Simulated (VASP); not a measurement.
# AlGaN2 (P-4m2) in VASP: further runs, part 2 of 3

VASP 6.6.1. The steps go on from the part before.

## Step 3: Single point, LDA

This run uses another cell than the first one, of the same volume but with other edges.

Input file INCAR:

```
  ALGO = Normal
  EDIFF = 1E-6
  ENCUT = 520
  GGA = CA
  ISIF = 2
  ISMEAR = 0
  LASPH = True
  LCHARG = True
  LELF = True
  LREAL = False
  LVHAR = True
  LWAVE = False
  NBANDS = 21
  NELM = 60
  PREC = Accurate
  SIGMA = 0.05
```

Input file KPOINTS:

```
k-points
0
Gamma
  8 8 6
```

Input file POSCAR:

```
AlGaN2
1.0
    2.9556784651      0.0000000000      0.0000000000
    0.0000000000      2.9556784651      0.0000000000
    0.0000000000      0.0000000000      4.9955890650
Al Ga N
1 1 2
Direct
    0.5000000000      0.5000000000      0.5000000000
    0.0000000000      0.0000000000      0.0000000000
    0.5000000000      0.0000000000      0.7382648100
    0.0000000000      0.5000000000      0.2617351900
```

Potentials or basis: VASP PAW LDA potentials, release 64 (Al, Ga_d, N).

Launch:

```bash
> cat potpaw_LDA.64/Al/POTCAR potpaw_LDA.64/Ga_d/POTCAR potpaw_LDA.64/N/POTCAR > POTCAR
> mpirun -np 1 vasp_std > vasp.out
```

OUTCAR:

```text
EDIFF = 1E-6
   ENCUT = 520
   GGA = CA
   ISIF = 2
   ISMEAR = 0
   LASPH = True
   LREAL = False
   NELM = 60
   PREC = Accurate

 ion  position               nearest neighbor table
   1  0.500  0.500  0.500-   3 1.90   4 1.90   3 1.90   4 1.90
   2  0.000  0.000  0.000-   3 1.97   4 1.97   4 1.97   3 1.97
   3  0.500  0.000  0.738-   1 1.90   1 1.90   2 1.97   2 1.97
   4  0.000  0.500  0.262-   1 1.90   1 1.90   2 1.97   2 1.97

  LATTYP: Found a simple tetragonal cell.
 ALAT       =     2.9556784651
 C/A-ratio  =     1.6901666145

  Lattice vectors:

 A1 = (   2.9556784651,   0.0000000000,   0.0000000000)
 A2 = (   0.0000000000,   2.9556784651,   0.0000000000)
 A3 = (   0.0000000000,   0.0000000000,   4.9955890650)

Analysis of symmetry for initial positions (statically):
=====================================================================
 Subroutine PRICEL returns:
 Original cell was already a primitive cell.

 Routine SETGRP: Setting up the symmetry group for a
 simple tetragonal supercell.

 Subroutine GETGRP returns: Found  8 space group operations
 (whereof  8 operations were pure point group operations)
 out of a pool of 16 trial point group operations.

The static configuration has the point symmetry D_2d.

Analysis of symmetry for dynamics (positions and initial velocities):
=====================================================================
 Subroutine PRICEL returns:
 Original cell was already a primitive cell.

 Routine SETGRP: Setting up the symmetry group for a
 simple tetragonal supercell.

 Subroutine GETGRP returns: Found  8 space group operations
 (whereof  8 operations were pure point group operations)
 out of a pool of 16 trial point group operations.

The dynamic configuration has the point symmetry D_2d.

 Subroutine INISYM returns: Found  8 space group operations
[... 118 lines left out ...]
   IALGO  =     38    algorithm
   IMIX   =      4    mixing-type and parameters
     AMIX     =   0.40;   BMIX     =  1.00
     AMIX_MAG =   1.60;   BMIX_MAG =  1.00
  volume/ion in A,a.u.               =      10.91        73.63
  Fermi-wavevector in a.u.,A,eV,Ry     =   1.377523  2.603141 25.818009  1.897570
  Thomas-Fermi vector in A             =   2.502669
   LORBIT       =      0    0 simple, 1 ext, 2 COOP (PROOUT), +10 PAW based schemes
   GGA     = CA    functional components
   LHFCALC =     F    Hartree Fock is set to
   AEXX    =    0.0000 exact exchange contribution
   IVDW    =     0    specifies the selected vdW correction
   LEPSILON=     F    determine dielectric tensor
   LRPA    =     F    only Hartree local field effects (RPA)
 non-spin polarized calculation
 Gauss-broadening in eV      SIGMA  =   0.05
  energy-cutoff  :      520.00
  volume of cell :       43.64
 maximum number of plane-waves:      1194
 NGX is ok and might be reduce to    24

 number of electron      25.9999992 magnetization

 Free energy of the ion-electron system (eV)
  ---------------------------------------------------
  ext. energy  EPLUGINS =         0.00000000
  ---------------------------------------------------
  free energy    TOTEN  =       -29.75840289 eV

  energy without entropy =      -29.75840289  energy(sigma->0) =      -29.75840289

 E-fermi :   6.1178     XC(G=0): -11.7488

 val. band max:        5.8470277855   @ k =   0.2500   0.0000   0.0000
 cond. band min:       8.0786473005   @ k =   0.0000   0.0000   0.0000
 fundamental gap:      2.2316195150
 Fermi energy:         6.1178134893

 k-point     1 :       0.0000    0.0000    0.0000
  band No.  band energies     occupation
      1      -9.8969      2.00000
      2      -8.7136      2.00000
      3      -7.7455      2.00000
      4      -7.7455      2.00000
      5      -7.7411      2.00000
      6      -7.6421      2.00000
[... 565 lines left out ...]
     20      17.9255      0.00000
     21      18.4558      0.00000

 [... further k-points ...]

------------------------ aborting loop because EDIFF is reached ----------------------------------------

  FORCE on cell =-STRESS in cart. coord.  units (eV):
  Direction    XX          YY          ZZ          XY          YZ          ZX
  --------------------------------------------------------------------------------------
  -------------------------------------------------------------------------------------
  Total        1.7744510      1.7744510     -8.3488175      0.0000000      0.0000000      0.0000000
  in kB       65.1438631     65.1438631   -306.5028170      0.0000000      0.0000000      0.0000000
  external PRESSURE =     -58.7383636 kB  Pullay stress =       0.0000000 kB

 VOLUME and BASIS-vectors are now :
 -----------------------------------------------------------------------------
  energy-cutoff  :      520.00
  volume of cell :       43.64
      direct lattice vectors                 reciprocal lattice vectors
     2.955678465  0.000000000  0.000000000     0.338331795  0.000000000  0.000000000
     0.000000000  2.955678465  0.000000000     0.000000000  0.338331795  0.000000000
     0.000000000  0.000000000  4.995589065     0.000000000  0.000000000  0.200176593

 POSITION                                       TOTAL-FORCE (eV/Angst)
 -----------------------------------------------------------------------------------
      1.47784      1.47784      2.49779         0.000000     -0.000000      0.000000
      0.00000      0.00000      0.00000         0.000000     -0.000000      0.000000
      1.47784      0.00000      3.68807         0.000000      0.000000      0.421923
      0.00000      1.47784      1.30752         0.000000      0.000000     -0.421923
 -----------------------------------------------------------------------------------
    total drift:                               -0.000000      0.000000      0.000000

  FREE ENERGIE OF THE ION-ELECTRON SYSTEM (eV)
  ---------------------------------------------------
  free  energy   TOTEN  =       -29.7584028915 eV

  energy  without entropy=      -29.7584028915  energy(sigma->0) =      -29.75840289
```

It took 91 s on 1 thread of AMD EPYC 7R13, shared host; peak memory 0.15 GiB.

What came out:

* Free energy: -29.7584 eV
* Pressure: -5.9 GPa
* Largest force: 0.422 eV/Å
* Band gap on the k mesh: 2.23 eV, indirect (least direct gap 2.26 eV)

Forces on the atoms (eV/Å):
```
Al   0.000  0.000  0.000
Ga   0.000  0.000  0.000
N    0.000  0.000  0.422
N    0.000  0.000 -0.422
```

Stress tensor (GPa, compression positive):
```
  6.51   0.00   0.00
  0.00   6.51   0.00
  0.00   0.00 -30.65
```

Levels at points of the mesh, in eV from the valence-band top:
```
           k point  band 10  band 11  band 12  band 13  band 14  band 15  band 16  band 17
(0.00, 0.00, 0.00)    -1.69    -1.31    -0.03    -0.03     2.23     3.97     8.88    10.22
(0.50, 0.00, 0.00)    -4.14    -4.02    -0.56    -0.19     6.33     6.43     7.72     8.73
(0.50, 0.50, 0.00)    -3.07    -3.07    -3.02    -2.98     2.59     2.59     4.67     7.53
(0.00, 0.00, 0.50)    -1.19    -1.19    -0.69    -0.69     4.64     4.94     6.64     9.56
(0.50, 0.00, 0.50)    -1.98    -1.93    -0.55    -0.15     3.66     4.80     8.82     9.07
(0.50, 0.50, 0.50)    -4.22    -3.60    -3.60    -3.54     4.86     4.86     7.45     7.92
```

 A k mesh can miss the band edges.

## Step 4: Single point, LDA

This run uses another cell than the first one, of the same volume but with other edges.

Input file INCAR:

```
PREC = Accurate
ENCUT = 520
EDIFF = 1E-7
ISMEAR = 0
SIGMA = 0.05
LREAL = False
LASPH = True
NELM = 80
ALGO = Normal
ISIF = 2
LWAVE = False
LCHARG = False
GGA = CA
NBANDS = 21
```

Input file KPOINTS:

```
Automatic mesh
0
Gamma
  8 8 6
```

Input file POSCAR:

```
AlGaN2
1.0
    3.2293986565      0.0000000000      0.0000000000
    0.0000000000      3.2293986565      0.0000000000
    0.0000000000      0.0000000000      4.1846367088
Al Ga N
1 1 2
Direct
    0.5000000000      0.5000000000      0.5000000000
    0.0000000000      0.0000000000      0.0000000000
    0.5000000000      0.0000000000      0.7382648100
    0.0000000000      0.5000000000      0.2617351900
```

Launch:

```bash
> cat potpaw_LDA.64/Al/POTCAR potpaw_LDA.64/Ga_d/POTCAR potpaw_LDA.64/N/POTCAR > POTCAR
> mpirun -np 1 vasp_std > vasp.out
```

Run time: 57 s. Hardware: 1 thread of AMD EPYC 7R13, shared host; peak memory 0.15 GiB.

It converged, with:

```
Free energy            : -30.2326 eV
Pressure               : -4.9 GPa
Largest force          : 0.010 eV/Å
Band gap on the k mesh : 2.88 eV, direct
```

Forces on the atoms (eV/Å):
```
Al   0.000  0.000  0.000
Ga   0.000  0.000  0.000
N    0.000  0.000  0.010
N    0.000  0.000 -0.010
```

Stress tensor (GPa, compression positive):
```
-7.81  0.00  0.00
 0.00 -7.81  0.00
 0.00  0.00  1.07
```

Levels at points of the mesh, in eV from the valence-band top:
```csv
k point,band 11,band 12,band 13,band 14,band 15,band 16
"(0.00, 0.00, 0.00)",-0.06,-0.06,0.00,2.88,3.30,6.57
"(0.50, 0.00, 0.00)",-2.47,-1.27,-1.03,6.82,6.89,7.44
"(0.50, 0.50, 0.00)",-2.00,-2.00,-1.99,3.46,3.46,6.74
"(0.00, 0.00, 0.50)",-1.79,-1.25,-1.25,5.37,5.64,7.48
"(0.50, 0.00, 0.50)",-0.84,-0.61,-0.23,5.00,6.28,9.11
"(0.50, 0.50, 0.50)",-3.27,-3.26,-3.26,6.68,6.68,8.78
```

 A k mesh can miss the band edges.

## Step 5: Single point, LDA

This run uses another cell than the first one, of the same volume but with other edges.

Input file INCAR:

```
SYSTEM = AlGaN2
ALGO = Normal
EDIFF = 1E-6
ENCUT = 520
ISIF = 2
ISMEAR = 0
LASPH = .TRUE.
LCHARG = .FALSE.
LREAL = .FALSE.
LWAVE = .FALSE.
NBANDS = 21
NELM = 100
PREC = Accurate
SIGMA = 0.05
```

Input file KPOINTS:

```
k-points
0
G
  8 8 6
  0 0 0
```

Input file POSCAR:

```
AlGaN2
1.0
    3.0426596441      0.0000000000      0.0000000000
    0.0000000000      3.0426596441      0.0000000000
    0.0000000000      0.0000000000      4.7140516040
Al Ga N
1 1 2
Direct
    0.5000000000      0.5000000000      0.5000000000
    0.0000000000      0.0000000000      0.0000000000
    0.5000000000      0.0000000000      0.7382648100
    0.0000000000      0.5000000000      0.2617351900
```

Launch:

```bash
> cat potpaw_LDA.64/Al/POTCAR potpaw_LDA.64/Ga_d/POTCAR potpaw_LDA.64/N/POTCAR > POTCAR
> mpirun -np 1 vasp_std > vasp.out
```

Run time: 72 s. Hardware: 1 thread of AMD EPYC 7R13, shared host; peak memory 0.15 GiB.

It converged, with:

```yaml
Free_energy: -30.1715 eV
Pressure: -4.6 GPa
Largest_force: 0.330 eV/Å
Band_gap_on_the_k_mesh: 2.66 eV, direct
```

Forces in eV/Å, atoms in the order of the input:
```
Al   0.000  0.000  0.000
Ga   0.000  0.000  0.000
N    0.000  0.000  0.330
N    0.000  0.000 -0.330
```

Stress tensor (GPa, compression positive):
```
  0.75   0.00   0.00
  0.00   0.75   0.00
  0.00   0.00 -15.41
```

Levels at points of the mesh, in eV from the valence-band top:
```tsv
k point	band 11	band 12	band 13	band 14	band 15	band 16
(0.00, 0.00, 0.00)	-0.71	0.00	0.00	2.66	3.74	8.30
(0.50, 0.00, 0.00)	-3.48	-0.75	-0.40	6.86	6.94	8.52
(0.50, 0.50, 0.00)	-2.67	-2.67	-2.63	2.92	2.92	5.40
(0.00, 0.00, 0.50)	-1.35	-0.82	-0.82	4.98	5.04	7.44
(0.50, 0.00, 0.50)	-1.26	-0.74	-0.32	4.61	5.94	9.00
(0.50, 0.50, 0.50)	-3.38	-3.38	-3.38	5.44	5.44	8.17
```

 A k mesh can miss the band edges.

## Step 6: Single point, LDA

This run uses another cell than the first one, of the same volume but with other edges.

Input file INCAR:

```
SYSTEM = AlGaN2
PREC = Accurate
ENCUT = 520
EDIFF = 1E-7
ISMEAR = 0
SIGMA = 0.05
LREAL = .False.
LASPH = .True.
NELM = 60
ALGO = Normal
ISIF = 2
LWAVE = .False.
LCHARG = .False.
GGA = CA
NBANDS = 21
```

Input file KPOINTS:

```
regular mesh
0
Gamma
  8 8 6
  0 0 0
```

Input file POSCAR:

```
AlGaN2
1.0
    3.0902088813      0.0000000000      0.0000000000
    0.0000000000      3.0902088813      0.0000000000
    0.0000000000      0.0000000000      4.5700968976
Al Ga N
1 1 2
Direct
    0.5000000000      0.5000000000      0.5000000000
    0.0000000000      0.0000000000      0.0000000000
    0.5000000000      0.0000000000      0.7382648100
    0.0000000000      0.5000000000      0.2617351900
```

Potentials or basis: VASP PAW LDA potentials, release 64 (Al, Ga_d, N).

Launch:

```bash
> cat potpaw_LDA.64/Al/POTCAR potpaw_LDA.64/Ga_d/POTCAR potpaw_LDA.64/N/POTCAR > POTCAR
> mpirun -np 1 vasp_std > vasp.out
```

OUTCAR:

```text
SYSTEM = AlGaN2
   PREC = Accurate
   ENCUT = 520
   EDIFF = 1E-7
   ISMEAR = 0
   LREAL = .False.
   LASPH = .True.
   NELM = 60
   ISIF = 2
   GGA = CA

 ion  position               nearest neighbor table
   1  0.500  0.500  0.500-   3 1.89   4 1.89   3 1.89   4 1.89
   2  0.000  0.000  0.000-   3 1.95   4 1.95   4 1.95   3 1.95
   3  0.500  0.000  0.738-   1 1.89   1 1.89   2 1.95   2 1.95
   4  0.000  0.500  0.262-   1 1.89   1 1.89   2 1.95   2 1.95

  LATTYP: Found a simple tetragonal cell.
 ALAT       =     3.0902088813
 C/A-ratio  =     1.4788957877

  Lattice vectors:

 A1 = (   3.0902088813,   0.0000000000,   0.0000000000)
 A2 = (   0.0000000000,   3.0902088813,   0.0000000000)
 A3 = (   0.0000000000,   0.0000000000,   4.5700968976)

Analysis of symmetry for initial positions (statically):
=====================================================================
 Subroutine PRICEL returns:
 Original cell was already a primitive cell.

 Routine SETGRP: Setting up the symmetry group for a
 simple tetragonal supercell.

 Subroutine GETGRP returns: Found  8 space group operations
 (whereof  8 operations were pure point group operations)
 out of a pool of 16 trial point group operations.

The static configuration has the point symmetry D_2d.

Analysis of symmetry for dynamics (positions and initial velocities):
=====================================================================
 Subroutine PRICEL returns:
 Original cell was already a primitive cell.

 Routine SETGRP: Setting up the symmetry group for a
 simple tetragonal supercell.

 Subroutine GETGRP returns: Found  8 space group operations
 (whereof  8 operations were pure point group operations)
 out of a pool of 16 trial point group operations.

The dynamic configuration has the point symmetry D_2d.

 Subroutine INISYM returns: Found  8 space group operations
 (whereof  8 operations are pure point group operations),
 and found     1 'primitive' translations
[... 112 lines left out ...]
   EMIN   =  10.00;   EMAX   =-10.00  energy-range for DOS
   EFERMI =   0.00;   METHOD = LEGACY
   ISMEAR =     0;   SIGMA  =   0.05  broadening in eV -4-tet -1-fermi 0-gaus
   EFERMI_NEDOS =   21; number of points for ismear=-14 and -15
   IALGO  =     38    algorithm
   IMIX   =      4    mixing-type and parameters
     AMIX     =   0.40;   BMIX     =  1.00
     AMIX_MAG =   1.60;   BMIX_MAG =  1.00
  volume/ion in A,a.u.               =      10.91        73.63
  Fermi-wavevector in a.u.,A,eV,Ry     =   1.377523  2.603141 25.818009  1.897570
  Thomas-Fermi vector in A             =   2.502669
   LORBIT       =      0    0 simple, 1 ext, 2 COOP (PROOUT), +10 PAW based schemes
   GGA     = CA    functional components
   LHFCALC =     F    Hartree Fock is set to
   AEXX    =    0.0000 exact exchange contribution
   IVDW    =     0    specifies the selected vdW correction
   LEPSILON=     F    determine dielectric tensor
   LRPA    =     F    only Hartree local field effects (RPA)
 non-spin polarized calculation
 Gauss-broadening in eV      SIGMA  =   0.05
  energy-cutoff  :      520.00
  volume of cell :       43.64
 maximum number of plane-waves:      1192
 NGX is ok and might be reduce to    24

 number of electron      25.9999997 magnetization

 Free energy of the ion-electron system (eV)
  ---------------------------------------------------
  ext. energy  EPLUGINS =         0.00000000
  ---------------------------------------------------
  free energy    TOTEN  =       -30.27030516 eV

  energy without entropy =      -30.27030516  energy(sigma->0) =      -30.27030516

 E-fermi :   5.7357     XC(G=0): -11.7250

 val. band max:        5.4678278908   @ k =   0.0000   0.0000   0.0000
 cond. band min:       8.2510557844   @ k =   0.0000   0.0000   0.0000
 fundamental gap:      2.7832278936
 Fermi energy:         5.7357044400

 k-point     1 :       0.0000    0.0000    0.0000
  band No.  band energies     occupation
      1      -9.9630      2.00000
      2      -8.6634      2.00000
      3      -7.7045      2.00000
      4      -7.7045      2.00000
      5      -7.6658      2.00000
      6      -7.5250      2.00000
[... 565 lines left out ...]
     20      17.4943      0.00000
     21      17.6897      0.00000

 [... further k-points ...]
[... 5 lines left out ...]
  --------------------------------------------------------------------------------------
  -------------------------------------------------------------------------------------
  Total       -0.4813018     -0.4813018     -2.5277169      0.0000000      0.0000000     -0.0000000
  in kB      -17.6696096    -17.6696096    -92.7978526      0.0000000      0.0000000     -0.0000000
  external PRESSURE =     -42.7123573 kB  Pullay stress =       0.0000000 kB

 VOLUME and BASIS-vectors are now :
 -----------------------------------------------------------------------------
  energy-cutoff  :      520.00
  volume of cell :       43.64
      direct lattice vectors                 reciprocal lattice vectors
     3.090208881  0.000000000  0.000000000     0.323602720  0.000000000  0.000000000
     0.000000000  3.090208881  0.000000000     0.000000000  0.323602720  0.000000000
     0.000000000  0.000000000  4.570096898     0.000000000  0.000000000  0.218813741

 POSITION                                       TOTAL-FORCE (eV/Angst)
 -----------------------------------------------------------------------------------
      1.54510      1.54510      2.28505         0.000000      0.000000      0.000000
      0.00000      0.00000      0.00000         0.000000     -0.000000      0.000000
      1.54510      0.00000      3.37394        -0.000000     -0.000000      0.256683
      0.00000      1.54510      1.19616         0.000000     -0.000000     -0.256683
 -----------------------------------------------------------------------------------
    total drift:                                0.000000      0.000000     -0.000000

  FREE ENERGIE OF THE ION-ELECTRON SYSTEM (eV)
  ---------------------------------------------------
  free  energy   TOTEN  =       -30.2703051638 eV

  energy  without entropy=      -30.2703051638  energy(sigma->0) =      -30.27030516
```

stdout:

```text
POSCAR found type information on POSCAR AlGaN
 POSCAR found :  3 types and       4 ions
 scaLAPACK will be used
 LDA part: xc-table for (Slater(with rela. corr.)+CA(PZ))
 , standard interpolation
 POSCAR, INCAR and KPOINTS ok, starting setup
 FFT: planning ... GRIDC
 FFT: planning ... GRID_SOFT
 FFT: planning ... GRID
 WAVECAR not read
 entering main loop
```

Run time: 82 s. Hardware: 1 thread of AMD EPYC 7R13, shared host; peak memory 0.15 GiB.

Results:

```
Free energy            : -30.2703 eV
Pressure               : -4.3 GPa
Largest force          : 0.257 eV/Å
Band gap on the k mesh : 2.78 eV, direct
```

Forces on the atoms (eV/Å):
```
Al   0.000  0.000  0.000
Ga   0.000  0.000  0.000
N    0.000  0.000  0.257
N    0.000  0.000 -0.257
```

Stress tensor (GPa, compression positive):
```
-1.77  0.00  0.00
 0.00 -1.77  0.00
 0.00  0.00 -9.28
```

[end of part 2 of 3]
